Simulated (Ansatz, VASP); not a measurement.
## SnO2 in VASP and in Ansatz

```
CELL_PARAMETERS angstrom
0.00000 4.46266 4.46266
4.46266 0.00000 4.46266
4.46266 4.46266 0.00000
ATOMIC_POSITIONS crystal
Sn 0.12500 0.12500 0.62500
Sn 0.62500 0.12500 0.12500
Sn 0.12500 0.62500 0.12500
Sn 0.12500 0.12500 0.12500
O 0.89140 0.89140 0.89140
O 0.89140 0.32581 0.89140
O 0.89140 0.89140 0.32581
O 0.32581 0.89140 0.89140
O 0.92419 0.35860 0.35860
O 0.35860 0.35860 0.92419
O 0.35860 0.92419 0.35860
O 0.35860 0.35860 0.35860
```

Alike in both runs: functional r2SCAN; k mesh 6 × 6 × 6; occupations gaussian, width 0.02 eV; no spin polarisation.

Ansatz relaxed the structure, and its values are those at the end. VASP's run is a single point on that final structure, the one shown.

```csv
,VASP,Ansatz
version,VASP 6.6.1,Ansatz 0.2.0
potentials or method,"VASP PAW PBE potentials, release 64 (Sn_d, O), cutoff 520 eV","scalar-relativistic, plane waves, PAW"
valence electrons in the cell,104,104
```

|  | VASP | Ansatz | Ansatz less VASP |
| --- | --- | --- | --- |
| gap on the k mesh at the Fermi level (eV) | 2.63 | 2.64 | +0.007 |
| least direct gap on the mesh (eV) | 2.63 | 2.64 | +0.007 |
| pressure (GPa) | 1.0 | 0.0 | -1.02 |
| rms of the force components (eV/Å) | 0.042 | 0.000 | -0.0422 |

VASP's potentials were made for PBE, not for r2SCAN.
